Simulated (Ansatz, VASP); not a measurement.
# In in VASP and in Ansatz

INCAR

```
SYSTEM = In
PREC = Accurate ; ENCUT = 600
EDIFF = 1E-7 ; ISMEAR = -1
SIGMA = 0.1 ; LREAL = .FALSE.
LASPH = .TRUE. ; NELM = 80
ALGO = Normal ; ISIF = 3
LWAVE = .FALSE. ; LCHARG = .FALSE.
GGA = RE ; IBRION = 2
NSW = 80 ; EDIFFG = -0.01
```

Contents of KPOINTS:

```
Automatic mesh
0
G
  12 12 12
  0 0 0
```

Contents of POSCAR:

```
In
1.0
    0.0000000000      2.3556547913      2.3556547913
    2.3556547913      0.0000000000      2.3556547913
    2.3556547913      2.3556547913      0.0000000000
In
1
Direct
    0.0000000000      0.0000000000      0.0000000000
```

Input for Ansatz:

```yaml
crystal:
  lattice:
    - [0.0, 2.3556547913, 2.3556547913]
    - [2.3556547913, 0.0, 2.3556547913]
    - [2.3556547913, 2.3556547913, 0.0]
  atoms:
    - { symbol: In, position: [0.0, 0.0, 0.0] }
hamiltonian:
  xc: revpbe
  pseudopotentials:
    kind: paw
    azcp:
      In: "pseudopotentials/In.paw.azcp"
basis:
  ecutwfc: 420
  fft_grid_basis: typed
kpoints:
  mp_grid: { grid: [12, 12, 12], shift: [0, 0, 0] }
magnetization:
  spin_polarized: false
scf:
  occupations: { method: fermi_dirac, width: 0.1 }
relax:
  max_steps: 60
  f_tol: 0.01
  cell: {}
```

Alike in both runs: task relaxation of cell and atoms; functional revPBE; k mesh 12 × 12 × 12; occupations fermi-dirac, width 0.1 eV; no spin polarisation.

```csv
,VASP,Ansatz
version,VASP 6.6.1,Ansatz 0.2.0
potentials or method,"VASP PAW PBE potentials, release 64 (In_d), cutoff 600 eV","plane waves (420 eV) with PAW, scalar-relativistic"
valence electrons in the cell,13,13
```

|  | VASP | Ansatz | Ansatz less VASP |
| --- | --- | --- | --- |
| relaxed volume (Å³/atom) | 28.39 | 28.40 | +0.010 |
| relaxed length of the cell vector where the two differ most in proportion (Å) | 3.424 | 3.425 | +0.0004 |

VASP's potentials were made for PBE, not for revPBE.
